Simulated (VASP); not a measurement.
YZn:

```
Y Zn
1.0
     3.56000    0.00000    0.00000
     0.00000    3.56000    0.00000
     0.00000    0.00000    3.56000
Y Zn
1 1
Direct
  0.00000 0.00000 0.00000
  0.50000 0.50000 0.50000
```

* Program: VASP 6.6.1
* Task: relaxation of cell and atoms
* Functional: LDA
* Potentials or basis: VASP PAW LDA potentials, release 64 (Y_sv, Zn)
* Cutoff: 600 eV
* k mesh: 12 × 12 × 12
* Occupations: gaussian, width 0.1 eV
* Spin: no spin polarisation

At the start: pressure -4.5 GPa; volume 22.56 Å³/atom.

Problem. How do energy, volume and symmetry change on relaxing?

Solution. Over 3 steps the energy falls by 23.7 meV/atom and the volume is 20.98 Å³/atom (-7.0 %); space group Pm-3m (No. 221, to 0.05 Å).

Step by step:
```tsv
step	energy change (eV)	largest force (eV/Å)	pressure (GPa)	volume (Å³)
1	0.0000	0.0000	-4.53	45.12
2	-0.0430	0.0000	1.60	41.08
3	-0.0473	0.0000	0.03	41.96
```

Final structure:
```
Y Zn
1.0
     3.47491    0.00000    0.00000
     0.00000    3.47491    0.00000
     0.00000    0.00000    3.47491
Y Zn
1 1
Direct
  0.00000 0.00000 0.00000
  0.50000 0.50000 0.50000
```
